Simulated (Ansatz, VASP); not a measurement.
## Two plane-wave programs on Cl

INCAR

```
SYSTEM = Cl
  ALGO = Normal
  EDIFF = 1E-6
  ENCUT = 520
  ISIF = 2
  ISMEAR = -1
  LASPH = .TRUE.
  LCHARG = .FALSE.
  LREAL = .FALSE.
  LWAVE = .FALSE.
  NBANDS = 14
  NELM = 80
  PREC = Accurate
  SIGMA = 0.08
```

KPOINTS

```
k-points
0
G
  11 11 11
  0 0 0
```

POSCAR

```
Cl
1.0
    0.0000000000      2.4553364659      2.4553364659
    2.4553364659      0.0000000000      2.4553364659
    2.4553364659      2.4553364659      0.0000000000
Cl
2
Direct
   -0.1250000000     -0.1250000000     -0.1250000000
    0.1250000000      0.1250000000      0.1250000000
```

Input for Ansatz:

```yaml
crystal:
  lattice:
    - [0.0, 2.4553364659, 2.4553364659]
    - [2.4553364659, 0.0, 2.4553364659]
    - [2.4553364659, 2.4553364659, 0.0]
  atoms:
    - { symbol: Cl, position: [-0.125, -0.125, -0.125] }
    - { symbol: Cl, position: [0.125, 0.125, 0.125] }
kpoints:
  mp_grid: { grid: [11, 11, 11] }
scf:
  occupations: { method: fermi_dirac, width: 0.08 }
hamiltonian:
  xc: lda
  pseudopotentials: { kind: paw }
output:
  forces: true
  stress: true
  eigenvalues: true
  populations: true
```

Change from the starting cell: volume scaled by 0.5, PAW files.

Alike in both runs: task single point; functional LDA; k mesh 11 × 11 × 11; occupations fermi-dirac, width 0.08 eV; no spin polarisation.

|  | VASP | Ansatz |
| --- | --- | --- |
| version | VASP 6.6.1 | Ansatz 0.2.0 |
| potentials or method | VASP PAW LDA potentials, release 64 (Cl) | PAW with Ansatz's default frozen-core files, scalar-relativistic |
| plane-wave cutoff (eV) | 520 | 420 |
| valence electrons in the cell | 14 | 14 |

|  | VASP | Ansatz | Ansatz less VASP |
| --- | --- | --- | --- |
| pressure (GPa) | 71.0 | 70.6 | -0.35 |

LDA's correlation is that of Perdew and Zunger in VASP and of Perdew and Wang (1992) in Ansatz. Both programs put the cell under a high pressure, so it lies far from rest at this level.

Noted on VASP's run: the cell as given lies far from equilibrium.
